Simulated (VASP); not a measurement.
# Pt in VASP: notebook

Runs on Pt. Level: LDA. Tasks: single point, relaxation of the atoms.

Everything below comes from runs of VASP 6.6.1. Logs are shortened: lines on timing, memory, paths and dates and some standing lists are left out, and cuts for length are marked.

### 1 The cell of the first run

The cell holds a slab with vacuum, 15 atoms: a = 5.538 Å, b = 5.538 Å, c = 23.874 Å, α = 90.00°, β = 90.00°, γ = 90.00°.

### 2 Single point, LDA (atoms taken out)

The input, INCAR:

```
SYSTEM = Pt
PREC = Accurate
ENCUT = 520
EDIFF = 1E-6
ISMEAR = 0
SIGMA = 0.1
LREAL = Auto
LASPH = .True.
NELM = 60
ALGO = Normal
ISIF = 2
LWAVE = .False.
LCHARG = .False.
LDIPOL = .True.
IDIPOL = 3
DIPOL = 0.5 0.5 0.489
GGA = CA
NBANDS = 88
LUSENCCL = .False.
```

The input, KPOINTS:

```
regular mesh
0
Gamma
  11 11 1
  0 0 0
```

The input, POSCAR:

```
Pt
1.0
    5.5377774600      0.0000000000      0.0000000000
    0.0000000000      5.5377774600      0.0000000000
    0.0000000000      0.0000000000     23.8736998881
Pt
15
Direct
    0.2500000000      0.2500000000      0.3769838794
    0.2500000000      0.7500000000      0.3769838794
    0.7500000000      0.2500000000      0.3769838794
    0.7500000000      0.7500000000      0.3769838794
    0.0000000000      0.0000000000      0.4589946298
    0.0000000000      0.5000000000      0.4589946298
    0.5000000000      0.0000000000      0.4589946298
    0.5000000000      0.5000000000      0.4589946298
    0.2448931404      0.2448931404      0.5387571015
    0.2448931404      0.7551068596      0.5387571015
    0.7551068596      0.2448931404      0.5387571015
    0.7551068596      0.7551068596      0.5387571015
    0.0000000000      0.5000000000      0.6122596176
    0.5000000000      0.0000000000      0.6122596176
    0.5000000000      0.5000000000      0.6150939533
```

Potentials or basis: VASP PAW LDA potentials, release 64 (Pt).

Launch:

```
cat potpaw_LDA.64/Pt/POTCAR > POTCAR
mpirun -np 1 vasp_std > vasp.out
```

OUTCAR:

```text
SYSTEM = Pt
   PREC = Accurate
   ENCUT = 520
   EDIFF = 1E-6
   ISMEAR = 0
   LREAL = Auto
   LASPH = .True.
   NELM = 60
   ISIF = 2
   GGA = CA

 ion  position               nearest neighbor table
   1  0.250  0.250  0.377-   2 2.77   3 2.77   2 2.77   3 2.77   7 2.77   8 2.77   5 2.77   6 2.77

   2  0.250  0.750  0.377-   1 2.77   4 2.77   1 2.77   4 2.77   7 2.77   8 2.77   5 2.77   6 2.77

   3  0.750  0.250  0.377-   1 2.77   4 2.77   4 2.77   1 2.77   7 2.77   8 2.77   5 2.77   6 2.77
[... 4 lines left out ...]
                             1 2.77   2 2.77   3 2.77   4 2.77
   6  0.000  0.500  0.459-   9 2.73  10 2.73  11 2.73  12 2.73   5 2.77   8 2.77   5 2.77   8 2.77
                             1 2.77   2 2.77   3 2.77   4 2.77
   7  0.500  0.000  0.459-   9 2.73  10 2.73  11 2.73  12 2.73   5 2.77   8 2.77   8 2.77   5 2.77
                             1 2.77   2 2.77   3 2.77   4 2.77
   8  0.500  0.500  0.459-   9 2.76  10 2.76  11 2.76  12 2.76   6 2.77   7 2.77   7 2.77   6 2.77
                             1 2.77   2 2.77   3 2.77   4 2.77
   9  0.245  0.245  0.539-  13 2.63  14 2.63   5 2.70  15 2.70  11 2.71  10 2.71   7 2.73   6 2.73
                             8 2.76  10 2.83  11 2.83
  10  0.245  0.755  0.539-  13 2.63  14 2.63   5 2.70  15 2.70  12 2.71   9 2.71   7 2.73   6 2.73
                             8 2.76  12 2.83   9 2.83
  11  0.755  0.245  0.539-  13 2.63  14 2.63   5 2.70  15 2.70  12 2.71   9 2.71   7 2.73   6 2.73
                             8 2.76  12 2.83   9 2.83
  12  0.755  0.755  0.539-  13 2.63  14 2.63   5 2.70  15 2.70  11 2.71  10 2.71   7 2.73   6 2.73
                             8 2.76  11 2.83  10 2.83
  13  0.000  0.500  0.612-   9 2.63  10 2.63  11 2.63  12 2.63  15 2.77  15 2.77
  14  0.500  0.000  0.612-   9 2.63  10 2.63  11 2.63  12 2.63  15 2.77  15 2.77
  15  0.500  0.500  0.615-   9 2.70  10 2.70  11 2.70  12 2.70  13 2.77  14 2.77  14 2.77  13 2.77

  LATTYP: Found a simple tetragonal cell.
 ALAT       =     5.5377774600
 C/A-ratio  =     4.3110616236

  Lattice vectors:

 A1 = (   5.5377774600,   0.0000000000,   0.0000000000)
 A2 = (   0.0000000000,   5.5377774600,   0.0000000000)
 A3 = (   0.0000000000,   0.0000000000,  23.8736998881)

Analysis of symmetry for initial positions (statically):
=====================================================================
 Subroutine PRICEL returns:
 Original cell was already a primitive cell.

 Routine SETGRP: Setting up the symmetry group for a
 simple tetragonal supercell.

 Subroutine GETGRP returns: Found  8 space group operations
 (whereof  8 operations were pure point group operations)
 out of a pool of 16 trial point group operations.

The static configuration has the point symmetry C_4v.

[... 160 lines left out ...]
   LHFCALC =     F    Hartree Fock is set to
   AEXX    =    0.0000 exact exchange contribution
   IVDW    =     0    specifies the selected vdW correction
   LEPSILON=     F    determine dielectric tensor
   LRPA    =     F    only Hartree local field effects (RPA)
 non-spin polarized calculation
 Gauss-broadening in eV      SIGMA  =   0.10
  energy-cutoff  :      520.00
  volume of cell :      732.13
 maximum number of plane-waves:     19773
 NGX is ok and might be reduce to    42
   NGX = 21   NGY = 21   NGZ = 89

 dipolmoment           0.000000      0.000000      0.212029 electrons x Angstroem

 number of electron     150.0000020 magnetization

 dipolmoment           0.000000      0.000000     -0.051651 electrons x Angstroem

 Free energy of the ion-electron system (eV)
  ---------------------------------------------------
  ext. energy  EPLUGINS =         0.00000000
  ---------------------------------------------------
  free energy    TOTEN  =      -102.72652545 eV

  energy without entropy =     -102.56804997  energy(sigma->0) =     -102.64728771

 E-fermi :  -0.6330     XC(G=0):  -5.0803

 val. band max:       -0.6335860519   @ k =   0.4545   0.0909   0.0000
 cond. band min:      -0.6297153268   @ k =   0.3636   0.0000   0.0000
 fundamental gap:      0.0038707251
 Fermi energy:        -0.6329520805

 k-point     1 :       0.0000    0.0000    0.0000
  band No.  band energies     occupation
      1     -10.2696      2.00000
      2      -8.3463      2.00000
      3      -7.7378      2.00000
      4      -7.7378      2.00000
      5      -7.7170      2.00000
      6      -7.7151      2.00000
[... 1879 lines left out ...]
     86       1.6927      0.00000
     87       2.4448      0.00000
 [bands above 87 left out]

------------------------ aborting loop because EDIFF is reached ----------------------------------------

 vacuum level on the upper side and lower side of the slab       (xc-potential included)        -0.297        -0.017

  FORCE on cell =-STRESS in cart. coord.  units (eV):
  Direction    XX          YY          ZZ          XY          YZ          ZX
  --------------------------------------------------------------------------------------
  -------------------------------------------------------------------------------------
  Total      -16.9313289    -16.9313289     -4.7262969      0.0000000      0.0000000     -0.0000000
  in kB      -37.0519355    -37.0519355    -10.3428650      0.0000000      0.0000000     -0.0000000
  external PRESSURE =     -28.1489120 kB  Pullay stress =       0.0000000 kB

 VOLUME and BASIS-vectors are now :
 -----------------------------------------------------------------------------
  energy-cutoff  :      520.00
  volume of cell :      732.13
      direct lattice vectors                 reciprocal lattice vectors
     5.537777460  0.000000000  0.000000000     0.180577859  0.000000000  0.000000000
     0.000000000  5.537777460  0.000000000     0.000000000  0.180577859  0.000000000
     0.000000000  0.000000000 23.873699888     0.000000000  0.000000000  0.041887098

 POSITION                                       TOTAL-FORCE (eV/Angst)
 -----------------------------------------------------------------------------------
      1.38444      1.38444      9.00000         0.012992      0.012992      0.640052
      1.38444      4.15333      9.00000         0.012992     -0.012992      0.640052
      4.15333      1.38444      9.00000        -0.012992      0.012992      0.640052
      4.15333      4.15333      9.00000        -0.012992     -0.012992      0.640052
      0.00000      0.00000     10.95790         0.000000     -0.000000     -0.849574
      0.00000      2.76889     10.95790         0.000000     -0.000000     -0.340271
      2.76889      0.00000     10.95790         0.000000     -0.000000     -0.340271
      2.76889      2.76889     10.95790         0.000000     -0.000000     -1.144857
      1.35616      1.35616     12.86213         0.005180      0.005180     -0.000244
      1.35616      4.18161     12.86213         0.005180     -0.005180     -0.000244
      4.18161      1.35616     12.86213        -0.005180      0.005180     -0.000244
      4.18161      4.18161     12.86213        -0.005180     -0.005180     -0.000244
      0.00000      2.76889     14.61690         0.000000     -0.000000      0.043182
      2.76889      0.00000     14.61690         0.000000      0.000000      0.043182
      2.76889      2.76889     14.68457         0.000000      0.000000      0.029375
 -----------------------------------------------------------------------------------
    total drift:                                0.000000      0.000000      0.029594

  FREE ENERGIE OF THE ION-ELECTRON SYSTEM (eV)
  ---------------------------------------------------
  free  energy   TOTEN  =      -102.7265254501 eV

  energy  without entropy=     -102.5680499717  energy(sigma->0) =     -102.64728771

 vacuum level on the upper side and lower side of the slab         4.938         5.231
```

Wall time 9 min (1 × NVIDIA H100 80GB with 1 thread of AMD EPYC 7R13 (Zen 3), shared host); peak memory 2 GiB.

What came out:

* Free energy: -102.7265 eV
* Largest force: 1.145 eV/Å
* Band gap on the k mesh: zero (bands 75 and 76 overlap by 0.61 eV)

Forces on the atoms (eV/Å):
```
Pt   0.013  0.013  0.640
Pt   0.013 -0.013  0.640
Pt  -0.013  0.013  0.640
Pt  -0.013 -0.013  0.640
Pt   0.000  0.000 -0.850
Pt   0.000  0.000 -0.340
Pt   0.000  0.000 -0.340
Pt   0.000  0.000 -1.145
Pt   0.005  0.005  0.000
Pt   0.005 -0.005  0.000
Pt  -0.005  0.005  0.000
Pt  -0.005 -0.005  0.000
Pt   0.000  0.000  0.043
Pt   0.000  0.000  0.043
Pt   0.000  0.000  0.029
```

Levels at points of the mesh, in eV from the Fermi level:
| k point | band 73 | band 74 | band 75 | band 76 | band 77 | band 78 |
| --- | --- | --- | --- | --- | --- | --- |
| (0.00, 0.00, 0.00) | 0.16 | 0.26 | 0.26 | 0.40 | 0.43 | 0.62 |

Caveat: the cell differs from its parent crystal (atoms taken out); spin-orbit coupling is left out, which moves the levels of the heavy elements.

(Part 1 of 2 ends here.)

The gap in the log of VASP goes by the Fermi energy; the results here count the filled bands.